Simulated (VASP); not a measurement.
Wanted: the native input for a VASP 6.6.1 run.

```
Task                   : single point
Functional             : PBEsol
Potentials or basis    : VASP PAW PBE potentials, release 64 (H, C)
Cutoff                 : 520 eV
k mesh                 : 2 × 2 × 1
Occupations            : gaussian, width 0.02 eV
Spin                   : collinear spin
Dipole correction      : no
Further INCAR settings : LREAL = Auto; ALGO = Normal; EDIFF = 1e-06; NBANDS = 116
```

The structure of H17C36 lies in POSCAR:

```
H17C36
1.0
    7.5731140000      0.0000000000      0.0000000000
    3.7865570000      6.5585090000      0.0000000000
    0.0000000000      0.0000000000     17.7764260000
H C
17 36
Direct
    0.1111111721      0.1111110772      0.0562542774
    0.4444444614      0.1111110772      0.0562542774
    0.7777777507      0.1111110772      0.0562542774
    0.1111110586      0.4444444614      0.0562542774
    0.4444443479      0.4444444614      0.0562542774
    0.7777777693      0.4444444614      0.0562542774
    0.1111111535      0.7777776931      0.0562542774
    0.4444444428      0.7777776931      0.0562542774
    0.7777777321      0.7777776931      0.0562542774
    0.6685396713     -0.0021518610      0.3245262012
   -0.0008898210      0.3354373685      0.3241676927
    0.3340029754      0.3338252642      0.3240032614
    0.6651119594      0.3336723331      0.3240731855
   -0.0038661305      0.6718440121      0.3248736838
    0.3342774644      0.6634318867      0.3243987290
    0.6671453278      0.6652823073      0.3240106307
    0.9234918806      0.8081385571      0.4005311866
    0.1111111721      0.1111110772      0.1181339826
    0.4444444614      0.1111110772      0.1181339826
    0.7777777507      0.1111110772      0.1181339826
    0.1111110586      0.4444444614      0.1181339826
    0.4444443479      0.4444444614      0.1181339826
    0.7777777693      0.4444444614      0.1181339826
    0.1111111535      0.7777776931      0.1181339826
    0.4444444428      0.7777776931      0.1181339826
    0.7777777321      0.7777776931      0.1181339826
   -0.1111110772      0.2222221545      0.1471209680
    0.2222222121      0.2222221545      0.1471209680
    0.5555556335      0.2222221545      0.1471209680
   -0.1111110586      0.5555555386      0.1471209680
    0.2222222307      0.5555555386      0.1471209680
    0.5555555200      0.5555555386      0.1471209680
   -0.1111111721      0.8888889228      0.1471209680
    0.2222221172      0.8888889228      0.1471209680
    0.5555555386      0.8888889228      0.1471209680
   -0.1110822234      0.2215174211      0.2352657390
    0.2223875319      0.2214721364      0.2350468536
    0.5555130196      0.2217514682      0.2341358156
   -0.1113443960      0.5554916521      0.2339322876
    0.2216869420      0.5554437754      0.2340762986
    0.5553532974      0.5553060917      0.2340741609
   -0.1109516125      0.8886220938      0.2353437074
    0.2217515499      0.8892479983      0.2363496464
    0.5548702764      0.8888999009      0.2348286995
   -0.0007647305     -0.0002584429      0.2551376750
    0.3331710599      0.0003313253      0.2558596987
    0.6661604877      0.0003265986      0.2619755512
    0.0000228159      0.3329378674      0.2619360045
    0.3335887145      0.3331989024      0.2615577507
    0.6658443807      0.3331170240      0.2616215430
   -0.0001169121      0.6658490520      0.2612073428
    0.3335689778      0.6653083803      0.2620071661
    0.6665353098      0.6659707260      0.2615716455
```

One way to write it, as run:

INCAR

```
  PREC = Accurate
  ENCUT = 520
  EDIFF = 1E-6
  ISMEAR = 0
  SIGMA = 0.02
  LREAL = Auto
  LASPH = T
  NELM = 150
  ALGO = Normal
  ISIF = 2
  LWAVE = F
  LCHARG = F
  ISPIN = 2
  MAGMOM = 0 0 0 0 0 0 0 0 0 0 0 0 0 0 0 0 0 0 0 0 0 0 0 0 0 0 0 0 0 0 0 0 0 0 0 0 0 0 0 0 0 0 0 0 0 0.3 0 0 0 0 0 0 0
  LORBIT = 11
  GGA = PS
  NBANDS = 116
  LUSENCCL = F
```

KPOINTS

```
regular mesh
0
Gamma
  2 2 1
```

Potentials or basis: VASP PAW PBE potentials, release 64 (H, C).

The run is started by

```bash
$ cat potpaw_PBE.64/H/POTCAR potpaw_PBE.64/C/POTCAR > POTCAR
$ mpirun -np 1 vasp_std > vasp.out
```

It gave:

```
Largest force                                         : 1.633 eV/Å
Band gap on the k mesh                                : 0.47 eV (least direct gap 0.62 eV)
Net moment                                            : 1.00 μB per cell
Site moments                                          : H +0.00, -0.00 (each value once); C -0.00, +0.01, +0.00, +0.03, +0.02, -0.01, +0.40 (each value once) μB
Valence electrons inside the program's atomic spheres : H 0.68, 0.69, 0.67, 0.64, 0.40 (each value once); C 2.58, 2.54, 2.55, 2.56, 2.53, 2.52, 2.57, 2.50, 2.59 (each value once)
```

Caveat: the k points lie up to 0.48 Å⁻¹ apart; there is no dipole correction, which matters where the two faces differ; the PAW data sets were made with another functional, which shifts forces and pressure a little.

Wall time 6 min on 1 × NVIDIA H100 80GB with 1 thread of AMD EPYC 7R13 Processor (Zen 3), on a shared host, peak memory 2.1 GiB.
